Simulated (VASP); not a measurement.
A run of VASP 6.6.1 is set up as follows.

Contents of POSCAR:

```
InSb
1.0
    0.0000000000      3.3636892207      3.3636892207
    3.3636892207      0.0000000000      3.3636892207
    3.3636892207      3.3636892207      0.0000000000
In Sb
1 1
Direct
    0.0000000000      0.0000000000      0.0000000000
    0.2500000000      0.2500000000      0.2500000000
```

File INCAR.step1:

```
SYSTEM = InSb
ALGO = Normal
EDIFF = 1E-5
ENCUT = 520
GGA = PE
ISIF = 2
ISMEAR = -1
LASPH = .True.
LCHARG = .False.
LREAL = .False.
LWAVE = .True.
NBANDS = 16
NELM = 80
PREC = Accurate
SIGMA = 0.05
```

INCAR.step2

```
SYSTEM = InSb
ALGO = Normal
EDIFF = 1E-6
ENCUT = 520
GGA = PE
HFSCREEN = 0.2079
ISIF = 2
ISMEAR = -1
ISTART = 1
LASPH = .True.
LCHARG = .False.
LHFCALC = .True.
LREAL = .False.
LWAVE = .False.
NBANDS = 16
NELM = 80
PREC = Accurate
PRECFOCK = Normal
SIGMA = 0.05
```

File KPOINTS:

```
k-points
0
Gamma
  4 4 4
  0 0 0
```

Potentials or basis: VASP PAW PBE potentials, release 64 (In_d, Sb).

Launch:

```bash
$ cat potpaw_PBE.64/In_d/POTCAR potpaw_PBE.64/Sb/POTCAR > POTCAR
$ cp INCAR.step1 INCAR
$ mpirun -np 1 vasp_std > vasp.out
$ cp INCAR.step2 INCAR
$ mpirun -np 1 vasp_std > vasp.out
```

Problem. What does it give for the band gap on the k mesh?

Solution. Zero (filled and empty bands touch).

Problem. What does it give for the pressure?

Solution. -2.9 GPa.

Caveat: the k points lie up to 0.40 Å⁻¹ apart; the PAW data sets were made with another functional, which shifts forces and pressure a little; spin-orbit coupling is left out, which moves the levels of the heavy elements.
